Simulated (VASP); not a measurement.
# C (P6_3/mmc) in VASP: further runs, part 2 of 2

VASP 6.6.1.

## (5) Relaxation of cell and atoms, PBE, target pressure 380 GPa, at which the enthalpy is minimised

This run uses another cell than the first one, of 3.59 Å³/atom, 0.994 times its volume.

File INCAR:

```
SYSTEM = C
PREC = Accurate
ENCUT = 600
EDIFF = 1E-6
ISMEAR = -1
SIGMA = 0.05
LREAL = .FALSE.
LASPH = .TRUE.
NELM = 80
ALGO = Normal
ISIF = 3
LWAVE = .FALSE.
LCHARG = .FALSE.
GGA = PE
IBRION = 2
NSW = 60
EDIFFG = -0.005
PSTRESS = 3800.0
```

File KPOINTS:

```
regular mesh
0
G
  26 26 14
  0 0 0
```

File POSCAR:

```
C
1.0
    1.7234965062      0.0000000000      0.0000000000
   -0.8617482531      1.4925917577      0.0000000000
    0.0000000000      0.0000000000      2.7920643401
C
2
Direct
    0.3333333333      0.6666666667      0.2500000000
    0.6666666667      0.3333333333      0.7500000000
```

Potentials or basis: VASP PAW PBE potentials, release 64 (C).

Run with:

```console
cat potpaw_PBE.64/C/POTCAR > POTCAR
mpirun -np 1 vasp_std > vasp.out
```

OUTCAR:

```text
SYSTEM = C
   PREC = Accurate
   ENCUT = 600
   EDIFF = 1E-6
   ISMEAR = -1
   LREAL = .FALSE.
   LASPH = .TRUE.
   NELM = 80
   ISIF = 3
   GGA = PE
   IBRION = 2
   NSW = 60
   EDIFFG = -0.005
   PSTRESS = 3800.0

 ion  position               nearest neighbor table
   1  0.333  0.667  0.250-   2 1.71   2 1.71   2 1.71   2 1.71   2 1.71   2 1.71
   2  0.667  0.333  0.750-   1 1.71   1 1.71   1 1.71   1 1.71   1 1.71   1 1.71

  LATTYP: Found a hexagonal cell.
 ALAT       =     1.7234965062
 C/A-ratio  =     1.6200000000

  Lattice vectors:

 A1 = (   1.7234965062,   0.0000000000,   0.0000000000)
 A2 = (  -0.8617482531,   1.4925917577,   0.0000000000)
 A3 = (   0.0000000000,   0.0000000000,   2.7920643401)

Analysis of symmetry for initial positions (statically):
=====================================================================
 Subroutine PRICEL returns:
 Original cell was already a primitive cell.

 Routine SETGRP: Setting up the symmetry group for a
 hexagonal supercell.

 Subroutine GETGRP returns: Found 24 space group operations
 (whereof 12 operations were pure point group operations)
 out of a pool of 24 trial point group operations.

The static configuration has the point symmetry D_3d.
 The point group associated with its full space group is D_6h.

Analysis of symmetry for dynamics (positions and initial velocities):
=====================================================================
 Subroutine PRICEL returns:
 Original cell was already a primitive cell.

 Routine SETGRP: Setting up the symmetry group for a
 hexagonal supercell.

 Subroutine GETGRP returns: Found 24 space group operations
 (whereof 12 operations were pure point group operations)
 out of a pool of 24 trial point group operations.

The dynamic configuration has the point symmetry D_3d.
[... 135 lines left out ...]
 maximum number of plane-waves:       252
 NGX is ok and might be reduce to    14
   NGX =  7   NGY =  7   NGZ = 11

--------------------------------------- Ionic step        1  -------------------------------------------

 number of electron       8.0000000 magnetization

 Free energy of the ion-electron system (eV)
  ---------------------------------------------------
  ext. energy  EPLUGINS =         0.00000000
  ---------------------------------------------------
  free energy    TOTEN  =        -5.02464702 eV

  energy without entropy =       -5.02238719  energy(sigma->0) =       -5.02351711

------------------------ aborting loop because EDIFF is reached ----------------------------------------

  FORCE on cell =-STRESS in cart. coord.  units (eV):
  Direction    XX          YY          ZZ          XY          YZ          ZX
  --------------------------------------------------------------------------------------
  -------------------------------------------------------------------------------------
  Total       16.0103429     16.0103429     18.7674034      0.0000000      0.0000000      0.0000000
  in kB     3571.3659021   3571.3659021   4186.3728308      0.0000000      0.0000000      0.0000000
  external PRESSURE =     -23.6317883 kB  Pullay stress =    3800.0000000 kB
[... 97 lines left out ...]
  energy  without entropy=       -4.7298968343  energy(sigma->0) =       -4.73106233

  enthalpy is  TOTEN    =        11.7884718764 eV   P V=       16.5206997048

[... ionic steps 4 to 19 ...]

--------------------------------------- Ionic step       20  -------------------------------------------

 number of electron       8.0000002 magnetization

------------------------ aborting loop because EDIFF is reached ----------------------------------------
[... 71 lines left out ...]
--------------------------------------- Ionic step       22  -------------------------------------------

 number of electron       8.0000002 magnetization

 Free energy of the ion-electron system (eV)
  ---------------------------------------------------
  ext. energy  EPLUGINS =         0.00000000
  ---------------------------------------------------
  free energy    TOTEN  =        -5.44298864 eV

  energy without entropy =       -5.44053226  energy(sigma->0) =       -5.44176045

 E-fermi :  20.4393     XC(G=0): -16.1888

 val. band max:       20.4117155332   @ k =   0.3846   0.0385   0.2143
 cond. band min:      20.4410505349   @ k =   0.3462   0.1154   0.3571
 fundamental gap:      0.0293350017
 Fermi energy:        20.4393078928

 k-point     1 :       0.0000    0.0000    0.0000
  band No.  band energies     occupation
      1     -11.2275      2.00000
      2      -2.9940      2.00000
      3      -0.2558      2.00000
      4      20.2728      1.93086
      5      37.4870      0.00000
      6      42.0368      0.00000
      7      42.0368      0.00000
      8      42.8333      0.00000
[... 243 lines left out ...]
 k-point    24 :       0.3846    0.0385    0.0000
  band No.  band energies     occupation
      1      -0.9517      2.00000
      2       4.1293      2.00000
      3      12.7606      2.00000
      4      16.1717      2.00000
      5      20.9042      0.00018
      6      25.3133      0.00000
      7      31.7455      0.00000
      8      34.1320      0.00000

 [... further k-points ...]
[... 5 lines left out ...]
  --------------------------------------------------------------------------------------
  -------------------------------------------------------------------------------------
  Total       17.0453649     17.0453649     17.0507005     -0.0000000     -0.0000000      0.0000000
  in kB     3800.9959031   3800.9959029   3802.1856956     -0.0000000     -0.0000000      0.0000000
  external PRESSURE =       1.3925005 kB  Pullay stress =    3800.0000000 kB
[... 21 lines left out ...]
  energy  without entropy=       -5.4405322582  energy(sigma->0) =       -5.44176045

  enthalpy is  TOTEN    =        11.5979102368 eV   P V=       17.0408988737

 reached required accuracy - stopping structural energy minimisation
```

OSZICAR:

```text
N       E                     dE             d eps       ncg     rms          rms(c)
DAV:   1     0.930362803618E+01    0.93036E+01   -0.57127E+03  9632   0.113E+03
DAV:   2    -0.499037651875E+01   -0.14294E+02   -0.13410E+02 13520   0.105E+02
DAV:   3    -0.505495846280E+01   -0.64582E-01   -0.63690E-01  9008   0.865E+00
[... 140 lines left out ...]
DAV:   1    -0.545560061268E+01    0.10746E-02   -0.77343E-05  9168   0.855E-02    0.617E-03
DAV:   2    -0.545559976584E+01    0.84684E-06   -0.11105E-06  6024   0.117E-02
  21 F= 0.11597928E+02 E0= 0.11599155E+02  d E =-.811918E-03
       N       E                     dE             d eps       ncg     rms          rms(c)
DAV:   1    -0.544298935495E+01    0.12611E-01   -0.24015E-04  9824   0.167E-01    0.134E-02
DAV:   2    -0.544298863690E+01    0.71806E-06   -0.10125E-06  8072   0.139E-02
  22 F= 0.11597910E+02 E0= 0.11599138E+02  d E =-.176951E-04
```

CONTCAR:

```text
C
   1.00000000000000
     1.5214901110971062    0.0000000000000000    0.0000000000000000
    -0.7607450555485531    1.3176490877737599   -0.0000000000000000
     0.0000000000000000    0.0000000000000000    3.5838562803616445
  C
     2
Direct
     0.3333333332999970    0.6666666667000030    0.2500000000000000
     0.6666666667000030    0.3333333332999970    0.7500000000000000

  0.00000000E+00  0.00000000E+00  0.00000000E+00
  0.00000000E+00  0.00000000E+00  0.00000000E+00
```

Run time: 85 s. Hardware: 1 thread of Intel Xeon 6975P-C (Granite Rapids), shared host; peak memory 0.14 GiB.

What came out:

```
Free energy                                            : -5.4430 eV
Relaxed volume                                         : 3.59 Å³/atom
Relaxed cell                                           : a = 1.521 Å, b = 1.521 Å, c = 3.584 Å, α = 90.00°, β = 90.00°, γ = 120.00°
Space group after relaxing (to 0.05 Å)                 : P6_3/mmc (No. 194)
Energy change on relaxing (the enthalpy is what falls) : -209.2 meV/atom
Ionic steps                                            : 22
Pressure after relaxing                                : 380.1 GPa
Band gap on the k mesh                                 : zero (band 4 reaches 25.39 eV, above the bottom of band 5 at 16.99 eV)
```

Stress tensor (GPa, compression positive):
```
380.10   0.00   0.00
  0.00 380.10   0.00
  0.00   0.00 380.22
```

Step by step:
```
step  energy change (eV)  largest force (eV/Å)  pressure (GPa)  volume (Å³)
   1              0.0000                0.0000          377.64         7.18
   2              0.0573                0.0000          382.36         7.12
   3              0.2924                0.0000          408.13         6.97
   4              1.4919                0.0000          546.19         6.52
   5              0.6191                0.0000          445.93         6.80
   6              0.8894                0.0000          475.24         6.70
   7              0.8083                0.0000          471.17         6.73
   8              0.5838                0.0000          460.28         6.80
   9              0.2412                0.0000          445.74         6.94
  10              0.3035                0.0000          447.84         6.91
  11              0.2700                0.0000          446.54         6.92
  12              0.1063                0.0000          431.02         6.98
  13             -0.3116                0.0000          392.08         7.14
  14             -0.4494                0.0000          379.13         7.20
  15             -0.4642                0.0000          377.70         7.20
  16             -0.4608                0.0000          377.84         7.20
  17             -0.4505                0.0000          378.29         7.20
  18             -0.4295                0.0000          379.08         7.19
  19             -0.4331                0.0000          378.92         7.19
  20             -0.4320                0.0000          378.92         7.19
  21             -0.4310                0.0000          378.96         7.19
  22             -0.4183                0.0000          380.14         7.18
```

Final structure:
```xyz
2
Lattice="1.5215 0.0000 0.0000 -0.7607 1.3176 0.0000 0.0000 0.0000 3.5839" Properties=species:S:1:pos:R:3 pbc="T T T"
C     0.0000    0.8784    0.8960
C     0.7607    0.4392    2.6879
```

Caveat: the cell is relaxed towards a set pressure, so the enthalpy falls and the energy may rise.

## (6) Summary

| task | cell | cutoff (eV) | gap on the mesh (eV) | pressure (GPa) |
| --- | --- | --- | --- | --- |
| relaxation of cell and atoms | relaxed to 380 GPa from a = 1.511, b = 1.511, c = 3.653 Å, angles 90.0, 90.0, 120.0°, 2 atoms | 600 | none | 380.0 |
| single point | a = 1.511, b = 1.511, c = 3.653 Å, angles 90.0, 90.0, 120.0°, 2 atoms | 520 | none | 381.3 |
| single point | a = 1.507, b = 1.507, c = 3.675 Å, angles 90.0, 90.0, 120.0°, 2 atoms | 520 | none | 381.5 |
| relaxation of cell and atoms | relaxed to 380 GPa from a = 1.723, b = 1.723, c = 2.792 Å, angles 90.0, 90.0, 120.0°, 2 atoms | 600 | none | 380.1 |

Alike in all rows: level PBE; potentials or basis VASP PAW PBE potentials, release 64 (C); no spin polarisation; k mesh 26 × 26 × 14; smearing fermi-dirac 0.05 eV.

Caveats: the cell is relaxed towards a set pressure, so the enthalpy falls and the energy may rise (some runs).

Total energies depend on the potentials used, so only differences within one code and one set of settings carry meaning.
